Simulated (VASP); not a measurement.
**HfC: single point with PBEsol**

Crystal: HfC.

```
Hf C
1.0
     0.00000    2.35988    2.32500
     2.35988    0.00000    2.32500
     2.35988    2.35988    0.00000
Hf C
1 1
Direct
  0.50000 0.50000 0.50000
  0.00000 0.00000 0.00000
```

This cell differs from its parent crystal: strain +0.0150 x Voigt [1, 1, 0, 0, 0, 0].

```yaml
Program: VASP 6.6.1
Task: single point
Functional: PBEsol
Potentials_or_basis: VASP PAW PBE potentials, release 64 (Hf_pv, C)
Cutoff: 520 eV
k_mesh: 18 × 18 × 18
Occupations: gaussian, width 0.15 eV
Spin: no spin polarisation
```

* Pressure: -13.2 GPa
* Band gap on the k mesh: zero (band 7 reaches 6.64 eV, above the bottom of band 8 at 5.07 eV)

Stress tensor (GPa, compression positive):
```
-14.97   0.00   0.00
  0.00 -14.97   0.00
  0.00   0.00  -9.74
```

Levels at points of the mesh, in eV from the Fermi level:
```tsv
k point	band 3	band 4	band 5	band 6	band 7	band 8	band 9	band 10	band 11	band 12
(0.00, 0.00, 0.00)	-29.63	-12.14	0.99	0.99	1.06	1.29	1.29	1.44	3.18	3.35
(0.50, 0.00, 0.00)	-29.69	-8.51	-6.04	-2.90	-2.87	5.06	5.18	5.58	6.37	10.87
(0.50, 0.50, 0.00)	-29.87	-10.21	-2.50	-1.75	-0.16	-0.16	5.13	6.49	6.49	7.96
(0.50, 0.00, 0.50)	-29.84	-10.23	-2.66	-1.71	-0.10	-0.05	5.11	6.39	6.57	7.98
```

It took 2.3 min on 1 thread of Intel(R) Xeon(R) Platinum 8375C CPU @ 2.90GHz (Ice Lake), on a shared host, peak memory 0.31 GiB.

Caveat: the cell differs from its parent crystal (strain +0.0150 x Voigt [1, 1, 0, 0, 0, 0]); the PAW data sets were made with another functional, which shifts forces and pressure a little; spin-orbit coupling is left out, which moves the levels of the heavy elements.
